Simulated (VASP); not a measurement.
Write the native input for VASP 6.6.1 that does the following.

```
Task                   : single point
Functional             : PBEsol
Potentials or basis    : VASP PAW PBE potentials, release 64 (Cd, S)
Cutoff                 : 520 eV
k mesh                 : 12 × 12 × 12
Occupations            : gaussian, width 0.05 eV
Spin                   : no spin polarisation
Dipole correction      : no
Further INCAR settings : ALGO = Normal; EDIFF = 1e-06; NBANDS = 16
```

The structure of CdS lies in POSCAR:

```
CdS
1.0
   -0.0186119294      2.8752677741      2.8922552896
    2.8029675866      0.0246140014      2.8490293588
    2.7606777588      2.7897520154      0.0669038292
Cd S
1 1
Direct
    0.0055480008      0.0228185370     -0.0006664865
    0.4944519992      0.4771814630      0.5006664865
```

This cell differs from its parent crystal: atoms moved at random and the cell strained at random.

The input as run:

INCAR

```
SYSTEM = CdS
PREC     = Accurate       ! precision mode
ENCUT    = 520            ! plane-wave cutoff, eV
EDIFF    = 1E-6           ! SCF threshold, eV
ISMEAR   = 0              ! smearing method
SIGMA    = 0.05           ! smearing width, eV
LREAL    = .FALSE.        ! projectors in reciprocal space
LASPH    = .TRUE.         ! aspherical terms in the spheres
NELM     = 80             ! most SCF steps
ALGO     = Normal         ! electronic algorithm
ISIF     = 2              ! what is computed and relaxed
LWAVE    = .FALSE.        ! write WAVECAR
LCHARG   = .FALSE.        ! write CHGCAR
GGA      = PS             ! functional
NBANDS   = 16             ! bands
```

KPOINTS

```
Automatic mesh
0
G
  12 12 12
  0 0 0
```

Potentials or basis: VASP PAW PBE potentials, release 64 (Cd, S).

Run with:

```bash
$ cat potpaw_PBE.64/Cd/POTCAR potpaw_PBE.64/S/POTCAR > POTCAR
$ mpirun -np 1 vasp_std > vasp.out
```

It gave:

* Pressure: -6.7 GPa
* Largest force: 0.079 eV/Å
* Band gap on the k mesh: 0.11 eV, indirect (least direct gap 0.81 eV)

Caveat: the cell differs from its parent crystal (atoms moved at random and the cell strained at random); the PAW data sets were made with another functional, which shifts forces and pressure a little.

It took 14 min on 1 thread of Oxide Virtual Turin-like Processor, on a shared host, peak memory 0.63 GiB.
